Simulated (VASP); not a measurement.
**Ir: single point with PBEsol**

The system is Ir.

```
Ir
1.0
    -1.49646    1.49646    1.49646
     1.49646   -1.49646    1.49646
     1.49646    1.49646   -1.49646
Ir
1
Cartesian
  0.0000 0.0000 0.0000
```

This cell differs from its parent crystal: volume scaled by 0.92.

```
Program             : VASP 6.6.1
Task                : single point
Functional          : PBEsol
Potentials or basis : VASP PAW PBE potentials, release 64 (Ir)
Cutoff              : 520 eV
k mesh              : 16 × 16 × 16
Occupations         : fermi-dirac, width 0.1 eV
Spin                : no spin polarisation
```

The pressure is 36.8 GPa.

Levels at points of the mesh, in eV from the Fermi level:
| k point | band 1 | band 2 | band 3 | band 4 | band 5 | band 6 | band 7 | band 8 | band 9 |
| --- | --- | --- | --- | --- | --- | --- | --- | --- | --- |
| (0.00, 0.00, 0.00) | -11.51 | -4.06 | -4.06 | -4.06 | -0.64 | -0.64 | 16.94 | 16.94 | 16.94 |
| (0.50, 0.00, 0.00) | -8.38 | -6.14 | -0.80 | -0.26 | -0.03 | 2.61 | 8.92 | 13.06 | 17.80 |
| (0.50, 0.50, 0.50) | -7.99 | -7.99 | 1.79 | 1.79 | 1.79 | 8.21 | 8.21 | 8.21 | 16.06 |

Wall time 8.5 s on 1 thread of Intel(R) Xeon(R) 6975P-C (Granite Rapids), with other jobs on the host, peak memory 0.14 GiB.

Caveat: the PAW data sets were made with another functional, which shifts forces and pressure a little; spin-orbit coupling is left out, which moves the levels of the heavy elements.
